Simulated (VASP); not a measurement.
# BeTe (P6_3/mmc) in VASP: single point with HSE06

Aim: the single point of BeTe with HSE06.

Everything below comes from runs of VASP 6.6.1. Logs are shortened: lines on timing, memory, paths and dates and some standing lists are left out, and cuts for length are marked.

## 1. The cell of the first run

Symmetry: P6_3/mmc, No. 194, hexagonal system. The conventional cell has a = 3.864 Å, b = 3.864 Å, c = 6.003 Å, α = 90.00°, β = 90.00°, γ = 120.00°. Within 3.5 Å of Be (site symmetry -3m) lie 6 Te at 2.69 Å and 2 Be at 3.00 Å. Within 3.5 Å of Te (site symmetry -6m2) lie 6 Be at 2.69 Å.

## 2. Single point, HSE06

The input, POSCAR:

```
BeTe
1.0
    3.8635963374      0.0000000000      0.0000000000
   -1.9317981687      3.3459725782      0.0000000000
    0.0000000000      0.0000000000      6.0034039923
Be Te
2 2
Direct
    0.0000000000      0.0000000000      0.0000000000
    0.0000000000      0.0000000000      0.5000000000
    0.3333333333      0.6666666667      0.2500000000
    0.6666666667      0.3333333333      0.7500000000
```

The input, INCAR.step1:

```
SYSTEM = BeTe
PREC = Accurate
ENCUT = 520
EDIFF = 1E-5
ISMEAR = -1
SIGMA = 0.001
LREAL = .False.
LASPH = .True.
NELM = 100
ALGO = Normal
ISIF = 2
LWAVE = .True.
NBANDS = 16
GGA = PE
```

The input, INCAR.step2:

```
SYSTEM = BeTe
PREC = Accurate
ENCUT = 520
EDIFF = 1E-6
ISMEAR = -1
SIGMA = 0.001
LREAL = .False.
LASPH = .True.
NELM = 100
ALGO = Normal
ISIF = 2
LWAVE = .False.
LCHARG = .True.
GGA = PE
LHFCALC = .True.
HFSCREEN = 0.2079
PRECFOCK = Normal
LELF = .True.
LVHAR = .True.
NBANDS = 16
ISTART = 1
```

The input, KPOINTS:

```
Automatic mesh
0
Gamma
  6 6 2
  0 0 0
```

Potentials or basis: VASP PAW PBE potentials, release 64 (Be, Te).

The run is started by

```sh
$ cat potpaw_PBE.64/Be/POTCAR potpaw_PBE.64/Te/POTCAR > POTCAR
$ cp INCAR.step1 INCAR
$ mpirun -np 1 vasp_std > vasp.out
$ cp INCAR.step2 INCAR
$ mpirun -np 1 vasp_std > vasp.out
```

OUTCAR:

```text
SYSTEM = BeTe
   PREC = Accurate
   ENCUT = 520
   EDIFF = 1E-6
   ISMEAR = -1
   LREAL = .False.
   LASPH = .True.
   NELM = 100
   ISIF = 2
   GGA = PE
   LHFCALC = .True.
   HFSCREEN = 0.2079
   PRECFOCK = Normal
   ISTART = 1

 ion  position               nearest neighbor table
   1  0.000  0.000  0.000-   3 2.69   4 2.69   4 2.69   3 2.69   4 2.69   3 2.69
   2  0.000  0.000  0.500-   3 2.69   4 2.69   4 2.69   3 2.69   4 2.69   3 2.69
   3  0.333  0.667  0.250-   1 2.69   2 2.69   1 2.69   2 2.69   1 2.69   2 2.69
   4  0.667  0.333  0.750-   1 2.69   2 2.69   1 2.69   2 2.69   1 2.69   2 2.69

  LATTYP: Found a hexagonal cell.
 ALAT       =     3.8635963374
 C/A-ratio  =     1.5538383071

  Lattice vectors:

 A1 = (   3.8635963374,   0.0000000000,   0.0000000000)
 A2 = (  -1.9317981687,   3.3459725782,   0.0000000000)
 A3 = (   0.0000000000,   0.0000000000,   6.0034039923)

Analysis of symmetry for initial positions (statically):
=====================================================================
 Subroutine PRICEL returns:
 Original cell was already a primitive cell.

 Routine SETGRP: Setting up the symmetry group for a
 hexagonal supercell.

 Subroutine GETGRP returns: Found 24 space group operations
 (whereof 12 operations were pure point group operations)
 out of a pool of 24 trial point group operations.

The static configuration has the point symmetry D_3d.
 The point group associated with its full space group is D_6h.

Analysis of symmetry for dynamics (positions and initial velocities):
=====================================================================
 Subroutine PRICEL returns:
 Original cell was already a primitive cell.

 Routine SETGRP: Setting up the symmetry group for a
 hexagonal supercell.

 Subroutine GETGRP returns: Found 24 space group operations
 (whereof 12 operations were pure point group operations)
 out of a pool of 24 trial point group operations.

The dynamic configuration has the point symmetry D_3d.
 The point group associated with its full space group is D_6h.

 Subroutine INISYM returns: Found 24 space group operations
 (whereof 12 operations are pure point group operations),
 and found     1 'primitive' translations

----------------------------------------------------------------------------------------

                                     Primitive cell

  volume of cell :      77.6089

  direct lattice vectors                    reciprocal lattice vectors
     3.863596337  0.000000000  0.000000000     0.258826211  0.149433382  0.000000000
    -1.931798169  3.345972578  0.000000000     0.000000000  0.298866765  0.000000000
     0.000000000  0.000000000  6.003403992     0.000000000  0.000000000  0.166572165

  length of vectors
     3.863596337  3.863596337  6.003403992     0.298866765  0.298866765  0.166572165

  position of ions in fractional coordinates (direct lattice)
     0.000000000  0.000000000  0.000000000
     0.000000000  0.000000000  0.500000000
     0.333333333  0.666666667  0.250000000
     0.666666667  0.333333333  0.750000000

  ion indices of the primitive-cell ions
   primitive index   ion index
                 1           1
                 2           2
                 3           3
                 4           4

----------------------------------------------------------------------------------------

 KPOINTS: Automatic mesh

Automatic generation of k-mesh.
 Grid dimensions read from file:
 generate k-points for:    6    6    2

 Generating k-lattice:

  Cartesian coordinates                     Fractional coordinates (reciprocal lattice)
     0.043137702  0.024905564  0.000000000     0.166666667  0.000000000  0.000000000
     0.000000000  0.049811127  0.000000000     0.000000000  0.166666667  0.000000000
     0.000000000  0.000000000  0.083286082     0.000000000  0.000000000  0.500000000

  Length of vectors
     0.049811127  0.049811127  0.083286082

  Shift w.r.t. Gamma in fractional coordinates (k-lattice)
     0.000000000  0.000000000  0.000000000

 Subroutine IBZKPT returns following result:
 ===========================================

 Found     14 irreducible k-points:

 Following reciprocal coordinates:
            Coordinates               Weight
  0.000000  0.000000  0.000000      1.000000
  0.166667  0.000000  0.000000      6.000000
  0.333333  0.000000  0.000000      6.000000
  0.500000  0.000000  0.000000      3.000000
  0.166667  0.166667  0.000000      6.000000
  0.333333  0.166667  0.000000     12.000000
  0.333333  0.333333  0.000000      2.000000
  0.000000  0.000000  0.500000      1.000000
  0.166667  0.000000  0.500000      6.000000
  0.333333  0.000000  0.500000      6.000000
  0.500000  0.000000  0.500000      3.000000
  0.166667  0.166667  0.500000      6.000000
  0.333333  0.166667  0.500000     12.000000
  0.333333  0.333333  0.500000      2.000000
   k-points           NKPTS =     14   k-points in BZ     NKDIM =     72   number of bands    NBANDS=     16
   number of dos      NEDOS =    301   number of ions     NIONS =      4
   total plane-waves  NPLWV =  43200
   dimension x,y,z NGX =    30 NGY =   30 NGZ =   48
   dimension x,y,z NGXF=    60 NGYF=   60 NGZF=   96
   ions per type =               2   2
   NGX,Y,Z   is equivalent  to a cutoff of  12.91, 12.91, 13.29 a.u.
   NGXF,Y,Z  is equivalent  to a cutoff of  25.82, 25.82, 26.58 a.u.
 SYSTEM =  BeTe
   PREC   = accura    normal or accurate (medium, high low for compatibility)
   ISTART =      1    job   : 0-new  1-cont  2-samecut
   ICHARG =      0    charge: 1-file 2-atom 10-const
   ISPIN  =      1    spin polarized calculation?
   LNONCOLLINEAR =      F non collinear calculations
   LSORBIT =      F    spin-orbit coupling
   LASPH  =      T    aspherical Exc in radial PAW
   ENCUT  =  520.0 eV  38.22 Ry    6.18 a.u.   7.18  7.18 11.16*2*pi/ulx,y,z
   NELM   =    100;   NELMIN=  2; NELMDL=  0     # of ELM steps
   EDIFF  = 0.1E-05   stopping-criterion for ELM
   LREAL  =      F    real-space projection
   EDIFFG = 0.1E-04   stopping-criterion for IOM
   NSW    =      0    number of steps for IOM
   IBRION =     -1    ionic relax: 0-MD 1-quasi-New 2-CG
   NFREE  =      0    steps in history (QN), initial steepest desc. (CG)
   ISIF   =      2    stress and relaxation
   ISYM   =      3    0-nonsym 1-usesym 2-fastsym
   POTIM  = 0.5000    time-step for ionic-motion
   TEBEG  =    0.0;   TEEND  =   0.0 temperature during run
   PSTRESS=    0.0 pullay stress
   NELECT =      16.0000    total number of electrons
   NUPDOWN=      -1.0000    fix difference up-down
   EMIN   =  10.00;   EMAX   =-10.00  energy-range for DOS
   EFERMI =   0.00;   METHOD = LEGACY
   ISMEAR =    -1;   SIGMA  =   0.00  broadening in eV -4-tet -1-fermi 0-gaus
   EFERMI_NEDOS =   21; number of points for ismear=-14 and -15
   IALGO  =     38    algorithm
   IMIX   =      1    mixing-type and parameters
     AMIX     =   0.40;   BMIX     =  1.00
     AMIX_MAG =   1.60;   BMIX_MAG =  1.00
  volume/ion in A,a.u.               =      19.40       130.93
  Fermi-wavevector in a.u.,A,eV,Ry     =   0.967114  1.827580 12.725654  0.935309
  Thomas-Fermi vector in A             =   2.096972
   LORBIT       =      0    0 simple, 1 ext, 2 COOP (PROOUT), +10 PAW based schemes
   GGA     = PE    functional components
   LHFCALC =     T    Hartree Fock is set to
   PRECFOCK=normal    Normal, Fast or Accurate (Low or Medium for compatibility)
   ENCUT4O =  -1.0   cutoff for four orbital integrals eV
   NKREDX  =     1    reduce k-point grid by
   NKREDY  =     1    reduce k-point grid by
   NKREDZ  =     1    reduce k-point grid by
   AEXX    =    0.2500 exact exchange contribution
   HFSCREEN=    0.2079 screening length (either q_TF or 0.3 A-1)
   HFSCREENC=   0.2079 screening length for correlation (either q_TF or 0.3 A-1)
   ENCUTFOCK=  -1.0 apply spherical cutoff to Coloumb kernel
   IVDW    =     0    specifies the selected vdW correction
   LEPSILON=     F    determine dielectric tensor
   LRPA    =     F    only Hartree local field effects (RPA)
 non-spin polarized calculation
  energy-cutoff  :      520.00
  volume of cell :       77.61
 maximum number of plane-waves:      2106
 NGX is ok and might be reduce to    30
  NGX = 24; NGY = 24; NGZ = 36

 number of electron      15.9999999 magnetization

 Free energy of the ion-electron system (eV)
  ---------------------------------------------------
  ext. energy  EPLUGINS =         0.00000000
  ---------------------------------------------------
  free energy    TOTEN  =       -15.29339225 eV

  energy without entropy =      -15.29331715  energy(sigma->0) =      -15.29335470

 E-fermi :   7.1072     XC(G=0):  -8.2225

 val. band max:        7.1055869004   @ k =   0.1667   0.0000   0.0000
 cond. band min:       7.4267233610   @ k =   0.0000   0.0000   0.0000
 fundamental gap:      0.3211364606
 Fermi energy:         7.1071963383

 k-point     1 :       0.0000    0.0000    0.0000
  band No.  band energies     occupation
      1      -7.7722      2.00000
      2      -5.3931      2.00000
      3      -0.5010      2.00000
      4       5.9491      2.00000
      5       5.9491      2.00000
      6       6.2212      2.00000
[... 8 lines left out ...]
     15      14.3047      0.00000
     16      14.8664      0.00000

 k-point     2 :       0.1667    0.0000    0.0000
  band No.  band energies     occupation
      1      -7.4501      2.00000
      2      -5.1697      2.00000
      3      -0.1367      2.00000
      4       3.3342      2.00000
      5       4.6657      2.00000
      6       4.9390      2.00000
[... 8 lines left out ...]
     15      13.7836      0.00000
     16      13.8550      0.00000

 k-point     3 :       0.3333    0.0000    0.0000
  band No.  band energies     occupation
      1      -6.5616      2.00000
      2      -4.7637      2.00000
      3       0.7938      2.00000
      4       0.9133      2.00000
      5       2.5383      2.00000
      6       3.6113      2.00000
[... 8 lines left out ...]
     15      14.7721      0.00000
     16      16.2894      0.00000
[... 172 lines left out ...]
 k-point    13 :       0.3333    0.1667    0.5000
  band No.  band energies     occupation
      1      -5.2847      2.00000
      2      -5.2847      2.00000
      3       0.2191      2.00000
      4       0.2191      2.00000
      5       2.5245      2.00000
      6       2.5245      2.00000
[... 8 lines left out ...]
     15      15.2274      0.00000
     16      15.2274      0.00000

 k-point    14 :       0.3333    0.3333    0.5000
  band No.  band energies     occupation
      1      -4.9769      2.00000
      2      -4.9769      2.00000
      3       0.5568      2.00000
      4       0.5568      2.00000
      5       0.9471      2.00000
      6       0.9471      2.00000
[... 8 lines left out ...]
     15      15.0623      0.00000
     16      15.0623      0.00000

------------------------ aborting loop because EDIFF is reached ----------------------------------------

  FORCE on cell =-STRESS in cart. coord.  units (eV):
  Direction    XX          YY          ZZ          XY          YZ          ZX
  --------------------------------------------------------------------------------------
  -------------------------------------------------------------------------------------
  Total       -0.6723415     -0.6723415     -0.6012564      0.0000000      0.0000000     -0.0000000
  in kB      -13.8799788    -13.8799788    -12.4124810      0.0000000      0.0000000     -0.0000000
  external PRESSURE =     -13.3908129 kB  Pullay stress =       0.0000000 kB

 VOLUME and BASIS-vectors are now :
 -----------------------------------------------------------------------------
  energy-cutoff  :      520.00
  volume of cell :       77.61
      direct lattice vectors                 reciprocal lattice vectors
     3.863596337  0.000000000  0.000000000     0.258826211  0.149433382  0.000000000
    -1.931798169  3.345972578  0.000000000     0.000000000  0.298866765  0.000000000
     0.000000000  0.000000000  6.003403992     0.000000000  0.000000000  0.166572165

 POSITION                                       TOTAL-FORCE (eV/Angst)
 -----------------------------------------------------------------------------------
      0.00000      0.00000      0.00000         0.000000      0.000000     -0.000000
      0.00000      0.00000      3.00170         0.000000      0.000000     -0.000000
     -0.00000      2.23065      1.50085        -0.000000     -0.000000      0.000000
      1.93180      1.11532      4.50255         0.000000      0.000000      0.000000
 -----------------------------------------------------------------------------------
    total drift:                                0.000000     -0.000000     -0.000000

  FREE ENERGIE OF THE ION-ELECTRON SYSTEM (eV)
  ---------------------------------------------------
  free  energy   TOTEN  =       -15.2933922465 eV

  energy  without entropy=      -15.2933171530  energy(sigma->0) =      -15.29335470
```

Wall time 17 min (1 thread of Intel Xeon Platinum 8375C at 2.90GHz (Ice Lake), shared host); peak memory 0.32 GiB.

Results:

| Property | Result |
| --- | --- |
| Free energy | -15.2934 eV |
| Pressure | -1.3 GPa |
| Band gap on the k mesh | zero (band 8 reaches 7.43 eV, above the bottom of band 9 at 6.45 eV) |

Stress tensor (GPa, compression positive):
```
-1.39  0.00  0.00
 0.00 -1.39  0.00
 0.00  0.00 -1.24
```

Levels at points of the mesh, in eV from the Fermi level:
```
           k point  band 6  band 7  band 8  band 9  band 10  band 11
(0.00, 0.00, 0.00)   -0.89   -0.89    0.32    2.46     2.54     4.19
(0.50, 0.00, 0.00)   -3.87   -3.30   -0.58    1.88     2.46     2.64
(0.00, 0.00, 0.50)   -0.93   -0.93   -0.93    2.82     2.82     3.78
(0.50, 0.00, 0.50)   -2.75   -2.36   -2.36    1.64     1.64     3.54
```

Caveat: the k points lie up to 0.52 Å⁻¹ apart; the PAW data sets were made with another functional, which shifts forces and pressure a little; spin-orbit coupling is left out, which moves the levels of the heavy elements.
